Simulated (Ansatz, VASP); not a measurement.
## One calculation of Ta3B2N, two programs

```
Ta B N
1.0
     5.52472    0.00000    0.00000
    -2.76236    4.78455    0.00000
     0.00000    0.00000    3.29558
Ta B N
3 2 1
Cartesian
  2.7624 0.0000 0.0000
  -1.3812 2.3923 0.0000
  1.3812 2.3923 0.0000
  0.0000 3.1897 1.6478
  2.7624 1.5948 1.6478
  0.0000 0.0000 0.0000
```

Alike in both runs: functional PBE; k mesh 12 × 12 × 12; occupations gaussian, width 0.1 eV; no spin polarisation.

Ansatz relaxed the structure, and its values are those at the end. VASP's run is a single point on that final structure, the one shown.

|  | VASP | Ansatz |
| --- | --- | --- |
| version | VASP 6.6.1 | Ansatz 0.2.0 |
| potentials or method | VASP PAW PBE potentials, release 64 (Ta_pv, B, N), cutoff 520 eV | scalar-relativistic, plane waves, PAW |
| valence electrons in the cell | 44 | 50 |

|  | VASP | Ansatz | Ansatz less VASP |
| --- | --- | --- | --- |
| gap on the k mesh at the Fermi level (eV) | none | none | - |
| pressure (GPa) | 0.2 | 0.0 | -0.20 |

A gap of «none» marks a metal or a gap that the smearing closes. The functional is the same, so the differences come from potentials, cutoffs and numerics. VASP's potentials hold 44 valence electrons a cell and Ansatz's 50, so a difference there can come from the potentials and not from the codes.

Spin-orbit coupling is off throughout.
